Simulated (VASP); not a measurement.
A run of VASP 6.6.1:

INCAR

```
ALGO = Normal
EDIFF = 1E-6
ENCUT = 520
GGA = PE
ISIF = 2
ISMEAR = 0
LASPH = True
LCHARG = False
LREAL = False
LWAVE = False
NBANDS = 14
NELM = 80
PREC = Accurate
SIGMA = 0.05
```

KPOINTS

```
k-points
0
Gamma
  12 12 12
```

File POSCAR:

```
HfC
1.0
    0.0000000000      2.5221072291      2.5221072291
    2.5221072291      0.0000000000      2.5221072291
    2.5221072291      2.5221072291      0.0000000000
Hf C
1 1
Direct
    0.0000000000      0.0000000000      0.0000000000
    0.2500000000      0.2500000000      0.2500000000
```

Potentials or basis: VASP PAW PBE potentials, release 64 (Hf_pv, C).

Run with:

```console
$ cat potpaw_PBE.64/Hf_pv/POTCAR potpaw_PBE.64/C/POTCAR > POTCAR
$ mpirun -np 1 vasp_std > vasp.out
```

Hardware: 1 thread of Intel Xeon 6975P-C, on a shared host.

**Question.** How long does it take, and how much memory?

**Answer.** It took 24 s on 1 thread of Intel Xeon 6975P-C (shared host), peak memory 0.18 GiB. Counts: scf iterations 12, k points 72.
